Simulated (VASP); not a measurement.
# Zn23InS24 (a cell with a defect) (Wurtzite-6H) in VASP: notebook, part 2 of 2

VASP 6.6.1.

**3. Single point, PBE**

File INCAR:

```
SYSTEM = Zn23InS24
PREC = Accurate
ENCUT = 520
EDIFF = 1E-6
ISMEAR = -1
SIGMA = 0.01
LREAL = Auto
LASPH = .True.
NELM = 100
ALGO = Normal
ISIF = 2
LWAVE = .False.
LCHARG = .False.
GGA = PE
NELECT = 432.0
NBANDS = 246
```

File KPOINTS:

```
regular mesh
0
Gamma
  3 3 1
  0 0 0
```

File POSCAR:

```
Zn23InS24
1.0
    7.6240000000      0.0000000000      0.0000000000
   -3.8120000000      6.6025776784      0.0000000000
    0.0000000000      0.0000000000     18.6899900000
Zn In S
23 1 24
Direct
   -0.0009270544     -0.0018541089     -0.0059873829
   -0.0009270544      0.5009270544     -0.0059873829
    0.5000000000      0.0000000000     -0.0026120471
    0.5018541089      0.5009270544     -0.0059873829
   -0.0004835722     -0.0009671445      0.5016711706
   -0.0004835722      0.5004835722      0.5016711706
    0.5000000000      0.0000000000      0.5027607350
    0.5009671445      0.5004835722      0.5016711706
    0.1733744441      0.8366872220      0.1691725383
    0.6633127780      0.3266255559      0.1691725383
    0.6633127780      0.8366872220      0.1691725383
    0.3330655067      0.1669344933      0.6665896578
    0.3330655067      0.6661310134      0.6665896578
    0.8338689866      0.1669344933      0.6665896578
    0.8333333333      0.6666666667      0.6665321146
    0.3376128537      0.1623871463      0.3374711195
    0.3376128537      0.6752257073      0.3374711195
    0.8247742927      0.1623871463      0.3374711195
    0.8333333333      0.6666666667      0.3357198311
    0.1666666667      0.3333333333      0.8311203652
    0.1669488907      0.8334744453      0.8305285080
    0.6665255547      0.3330511093      0.8305285080
    0.6665255547      0.8334744453      0.8305285080
    0.1666666667      0.3333333333      0.1675645760
   -0.0080758088     -0.0161516177      0.1217800582
   -0.0080758088      0.5080758088      0.1217800582
    0.5000000000      0.0000000000      0.1237645713
    0.5161516177      0.5080758088      0.1217800582
   -0.0000646988     -0.0001293976      0.6256931180
   -0.0000646988      0.5000646988      0.6256931180
    0.5000000000      0.0000000000      0.6265701006
    0.5001293976      0.5000646988      0.6256931180
    0.1666666667      0.3333333333      0.2989973037
    0.1661722488      0.8330861244      0.2922974024
    0.6669138756      0.3338277512      0.2922974024
    0.6669138756      0.8330861244      0.2922974024
    0.3330816495      0.1669183505      0.7914056770
    0.3330816495      0.6661632990      0.7914056770
    0.8338367010      0.1669183505      0.7914056770
    0.8333333333      0.6666666667      0.7913745968
    0.3336658837      0.1663341163      0.4601338125
    0.3336658837      0.6673317674      0.4601338125
    0.8326682326      0.1663341163      0.4601338125
    0.8333333333      0.6666666667      0.4588740837
    0.1666666667      0.3333333333      0.9577467006
    0.1681955909      0.8340977955      0.9564400100
    0.6659022045      0.3318044091      0.9564400100
    0.6659022045      0.8340977955      0.9564400100
```

Potentials or basis: VASP PAW PBE potentials, release 64 (Zn, In_d, S).

The run is started by

```console
$ cat potpaw_PBE.64/Zn/POTCAR potpaw_PBE.64/In_d/POTCAR potpaw_PBE.64/S/POTCAR > POTCAR
$ mpirun -np 1 vasp_std > vasp.out
```

OUTCAR:

```text
SYSTEM = Zn23InS24
   PREC = Accurate
   ENCUT = 520
   EDIFF = 1E-6
   ISMEAR = -1
   LREAL = Auto
   LASPH = .True.
   NELM = 100
   ISIF = 2
   GGA = PE
   NELECT = 432.0

 ion  position               nearest neighbor table
   1  0.999  0.998  0.994-  46 2.31  48 2.31  45 2.31  25 2.39
   2  0.999  0.501  0.994-  46 2.31  47 2.31  45 2.31  26 2.39
   3  0.500  0.000  0.997-  48 2.32  47 2.32  46 2.32  27 2.36
   4  0.502  0.501  0.994-  47 2.31  48 2.31  45 2.31  28 2.39
   5  1.000  0.999  0.502-  29 2.32  44 2.34  41 2.34  43 2.34
   6  1.000  0.500  0.502-  30 2.32  44 2.34  43 2.34  42 2.34
[... 40 lines left out ...]
  47  0.666  0.332  0.956-   4 2.31   2 2.31   3 2.32  22 2.35
  48  0.666  0.834  0.956-   4 2.31   1 2.31   3 2.32  23 2.35

  LATTYP: Found a hexagonal cell.
 ALAT       =     7.6240000000
 C/A-ratio  =     2.4514677335

  Lattice vectors:

 A1 = (   7.6240000000,   0.0000000000,   0.0000000000)
 A2 = (  -3.8120000000,   6.6025776784,   0.0000000000)
 A3 = (   0.0000000000,   0.0000000000,  18.6899900000)

Analysis of symmetry for initial positions (statically):
=====================================================================
 Subroutine PRICEL returns:
 Original cell was already a primitive cell.

 Routine SETGRP: Setting up the symmetry group for a
 hexagonal supercell.

 Subroutine GETGRP returns: Found  6 space group operations
 (whereof  2 operations were pure point group operations)
 out of a pool of 24 trial point group operations.

The static configuration has the point symmetry C_1h.
 The point group associated with its full space group is C_3v.

Analysis of symmetry for dynamics (positions and initial velocities):
=====================================================================
 Subroutine PRICEL returns:
 Original cell was already a primitive cell.

 Routine SETGRP: Setting up the symmetry group for a
 hexagonal supercell.
[... 199 lines left out ...]
  Thomas-Fermi vector in A             =   2.396373
   LORBIT       =      0    0 simple, 1 ext, 2 COOP (PROOUT), +10 PAW based schemes
   GGA     = PE    functional components
   LHFCALC =     F    Hartree Fock is set to
   AEXX    =    0.0000 exact exchange contribution
   IVDW    =     0    specifies the selected vdW correction
   LEPSILON=     F    determine dielectric tensor
   LRPA    =     F    only Hartree local field effects (RPA)
 non-spin polarized calculation
  energy-cutoff  :      520.00
  volume of cell :      940.82
 maximum number of plane-waves:     25428
 NGX is ok and might be reduce to    60
   NGX = 29   NGY = 29   NGZ = 69

 number of electron     431.9999999 magnetization

 Free energy of the ion-electron system (eV)
  ---------------------------------------------------
  ext. energy  EPLUGINS =         0.00000000
  ---------------------------------------------------
  free energy    TOTEN  =      -168.22335541 eV

  energy without entropy =     -168.22335541  energy(sigma->0) =     -168.22335541

 E-fermi :   2.7908     XC(G=0):  -9.6701

 val. band max:        2.5220277244   @ k =   0.0000   0.0000   0.0000
 cond. band min:       4.1865959403   @ k =   0.0000   0.0000   0.0000
 fundamental gap:      1.6645682159
 Fermi energy:         2.7907794336

 k-point     1 :       0.0000    0.0000    0.0000
  band No.  band energies     occupation
      1     -12.2402      2.00000
      2     -12.2402      2.00000
      3     -12.2311      2.00000
      4     -11.9110      2.00000
      5     -11.9110      2.00000
      6     -11.0958      2.00000
[... 682 lines left out ...]
    227       6.9515      0.00000
    228       6.9541      0.00000
 [bands above 228 left out]

------------------------ aborting loop because EDIFF is reached ----------------------------------------

  FORCE on cell =-STRESS in cart. coord.  units (eV):
  Direction    XX          YY          ZZ          XY          YZ          ZX
  --------------------------------------------------------------------------------------
  -------------------------------------------------------------------------------------
  Total       10.0881914     10.0881914     10.3158232      0.0000000      0.0000000      0.0000000
  in kB       17.1798125     17.1798125     17.5674609      0.0000000      0.0000000      0.0000000
  external PRESSURE =      17.3090287 kB  Pullay stress =       0.0000000 kB

 VOLUME and BASIS-vectors are now :
 -----------------------------------------------------------------------------
  energy-cutoff  :      520.00
  volume of cell :      940.82
      direct lattice vectors                 reciprocal lattice vectors
     7.624000000  0.000000000  0.000000000     0.131164743  0.075728000  0.000000000
    -3.812000000  6.602577678  0.000000000     0.000000000  0.151455999  0.000000000
     0.000000000  0.000000000 18.689990000     0.000000000  0.000000000  0.053504577

 POSITION                                       TOTAL-FORCE (eV/Angst)
 -----------------------------------------------------------------------------------
      3.81200      6.59034     18.57809         0.000000     -0.002935     -0.006953
      5.70740      3.30741     18.57809        -0.002542      0.001468     -0.006953
      3.81200      0.00000     18.64117         0.000000      0.000000      0.000087
      1.91660      3.30741     18.57809         0.002542      0.001468     -0.006953
      3.81200      6.59619      9.37623        -0.000000      0.003545     -0.008197
      5.71247      3.30448      9.37623         0.003070     -0.001772     -0.008197
[... 40 lines left out ...]
      3.81200      2.19076     17.87585        -0.000000      0.001277      0.002851
      1.89726      5.50720     17.87585         0.001106     -0.000638      0.002851
 -----------------------------------------------------------------------------------
    total drift:                               -0.000005     -0.000004     -0.007385

  FREE ENERGIE OF THE ION-ELECTRON SYSTEM (eV)
  ---------------------------------------------------
  free  energy   TOTEN  =      -168.2233554089 eV

  energy  without entropy=     -168.2233554089  energy(sigma->0) =     -168.22335541
```

stdout:

```text
POSCAR found type information on POSCAR ZnInS
 POSCAR found :  3 types and      48 ions
 scaLAPACK will be used
 LDA part: xc-table for (Slater+PW92), standard interpolation
 POSCAR, INCAR and KPOINTS ok, starting setup
 FFT: planning ... GRIDC
 FFT: planning ... GRID_SOFT
 FFT: planning ... GRID
 WAVECAR not read
 entering main loop
 the old and the new charge density differ
 old charge density:   433.00000 new  432.00000
    0.359E+01
```

Run time: 32 min. Hardware: 1 thread of Intel Xeon Platinum 8259CL at 2.50GHz (Skylake/Cascade Lake), shared host; peak memory 1.2 GiB.

What came out:

```
Free energy   : -168.2234 eV
Largest force : 0.018 eV/Å
```

Forces in eV/Å, atoms in the order of the input:
```
Zn   0.000 -0.003 -0.007
Zn  -0.003  0.001 -0.007
Zn   0.000  0.000  0.000
Zn   0.003  0.001 -0.007
Zn   0.000  0.004 -0.008
Zn   0.003 -0.002 -0.008
Zn   0.000  0.000  0.008
Zn  -0.003 -0.002 -0.008
Zn   0.002  0.001  0.002
Zn   0.000 -0.002  0.002
Zn  -0.002  0.001  0.002
Zn  -0.004  0.002 -0.002
Zn   0.000 -0.005 -0.002
Zn   0.004  0.002 -0.002
Zn   0.000  0.000  0.005
Zn  -0.002  0.001 -0.006
Zn   0.000 -0.002 -0.006
Zn   0.002  0.001 -0.006
Zn   0.000  0.000 -0.004
Zn   0.000  0.000  0.005
Zn   0.002  0.001 -0.003
Zn   0.000 -0.002 -0.003
Zn  -0.002  0.001 -0.003
In   0.000  0.000 -0.012
S    0.000  0.016  0.009
S    0.013 -0.008  0.009
S    0.000  0.000  0.000
S   -0.013 -0.008  0.009
S    0.000  0.000  0.008
S    0.000  0.000  0.008
S    0.000  0.000 -0.001
S    0.000  0.000  0.008
S    0.000  0.000 -0.009
S    0.001  0.000 -0.002
S    0.000 -0.001 -0.002
S   -0.001  0.000 -0.002
S    0.001  0.000  0.003
S    0.000  0.001  0.003
S   -0.001  0.000  0.003
S    0.000  0.000  0.001
S   -0.004  0.002  0.000
S    0.000 -0.004  0.000
S    0.004  0.002  0.000
S    0.000  0.000  0.004
S    0.000  0.000  0.007
S   -0.001 -0.001  0.003
S    0.000  0.001  0.003
S    0.001 -0.001  0.003
```

Caveat: the cell carries a net charge on a neutralising background, which shifts energy and pressure; the cell is charged against a uniform background, so pressure and absolute levels hang on convention; spin-orbit coupling is left out, which moves the levels of the heavy elements.
